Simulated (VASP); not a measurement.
A run of VASP 6.6.1 is set up as follows.

INCAR

```
PREC = Accurate ; ENCUT = 520
EDIFF = 1E-6 ; ISMEAR = 0
SIGMA = 0.01 ; LREAL = False
LASPH = True ; NELM = 80
ALGO = Normal ; ISIF = 2
LWAVE = False ; LCHARG = True
GGA = PS ; LELF = True
LVHAR = True ; NBANDS = 15
```

Contents of KPOINTS:

```
Automatic mesh
0
Gamma
  6 6 6
```

File POSCAR:

```
RbBr
1.0
    3.2230028547      3.2230028547      0.0000000000
   -3.2230028547      3.2230028547      0.0000000000
    0.0000000000      3.2230028547      3.2230028547
Rb Br
1 1
Direct
    0.0000000000      0.0000000000      0.0000000000
    0.5000000000      0.5000000000      0.0000000000
```

Potentials or basis: VASP PAW PBE potentials, release 64 (Rb_sv, Br).

Run with:

```sh
$ cat potpaw_PBE.64/Rb_sv/POTCAR potpaw_PBE.64/Br/POTCAR > POTCAR
$ mpirun -np 1 vasp_std > vasp.out
```

Problem. Predict the band gap on the k mesh.

Solution. 4.68 eV, direct.

Problem. Estimate the pressure.

Solution. 4.1 GPa.

Caveat: the PAW data sets were made with another functional, which shifts forces and pressure a little. As with any semilocal functional, this PBEsol gap is likely too small.
